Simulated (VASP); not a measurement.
Runs of VASP 6.6.1 on AlN. The structure is that of space group P6_3/mmc (No. 194), or close to it. The cells are those of the table. 

```csv
cell,gap on the mesh (eV),pressure (GPa),largest force (eV/Å)
"a = 3.378, b = 3.329, c = 4.188 Å, angles 90.0, 90.0, 120.5°, 4 atoms",3.16,-12.2,(a)
"a = 3.345, b = 3.320, c = 4.188 Å, angles 90.0, 90.0, 120.2°, 4 atoms",3.22,-10.3,0.12
"a = 3.279, b = 3.304, c = 4.188 Å, angles 90.0, 90.0, 119.8°, 4 atoms",3.35,(c),0.13
"a = 3.329, b = 3.316, c = 4.188 Å, angles 90.0, 90.0, 120.1°, 4 atoms",3.25,-9.3,0.06
"a = 3.246, b = 3.296, c = 4.188 Å, angles 90.0, 90.0, 119.5°, 4 atoms",3.41,-3.8,(b)
"a = 3.370, b = 3.327, c = 4.188 Å, angles 90.0, 90.0, 120.4°, 4 atoms",3.18,-11.7,0.20
```

Alike in all rows: task single point; level LDA; potentials or basis VASP PAW LDA potentials, release 64 (Al, N); no spin polarisation; k mesh 9 × 9 × 6; cutoff (eV) 600; smearing gaussian 0.05 eV.

Task: Fill in the values left out.

Result: (a) 0.23; (b) 0.28; (c) -6.2.

A k mesh can miss the band edges.
